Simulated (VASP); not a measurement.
Wanted: the native input for a VASP 6.6.1 run.

- Task: single point
- Functional: PBEsol
- Potentials or basis: VASP PAW PBE potentials, release 64 (Sc_sv)
- Cutoff: 520 eV
- k mesh: 18 × 18 × 10
- Occupations: fermi-dirac, width 0.1 eV
- Spin: no spin polarisation
- Dipole correction: no
- Further INCAR settings: ALGO = Normal; EDIFF = 1e-06; NBANDS = 18

The structure of Sc lies in POSCAR:

```
Sc
1.0
    3.4014383906      0.0000000000      0.0000000000
   -1.7007191953      2.9457320557      0.0000000000
    0.0000000000      0.0000000000      5.3019068719
Sc
2
Direct
    0.3333333333      0.6666666667      0.2500000000
    0.6666666667      0.3333333333      0.7500000000
```

The input as run:

INCAR

```
SYSTEM = Sc
ALGO = Normal ; EDIFF = 1E-6
ENCUT = 520 ; GGA = PS
ISIF = 2 ; ISMEAR = -1
LASPH = .True. ; LCHARG = .False.
LREAL = .False. ; LWAVE = .False.
NBANDS = 18 ; NELM = 60
PREC = Accurate ; SIGMA = 0.1
```

KPOINTS

```
k-points
0
Gamma
  18 18 10
  0 0 0
```

Potentials or basis: VASP PAW PBE potentials, release 64 (Sc_sv).

Command:

```bash
$ cat potpaw_PBE.64/Sc_sv/POTCAR > POTCAR
$ mpirun -np 1 vasp_std > vasp.out
```

Results of the run:

```yaml
Pressure: -5.3 GPa
Band_gap_on_the_k_mesh: zero (bands 11 and 12 overlap by 1.36 eV)
```

Caveat: the cell stands under tension; the PAW data sets were made with another functional, which shifts forces and pressure a little.

Run time: 4.6 min on 1 thread of AMD EPYC 7R13 (shared host), peak memory 0.28 GiB.
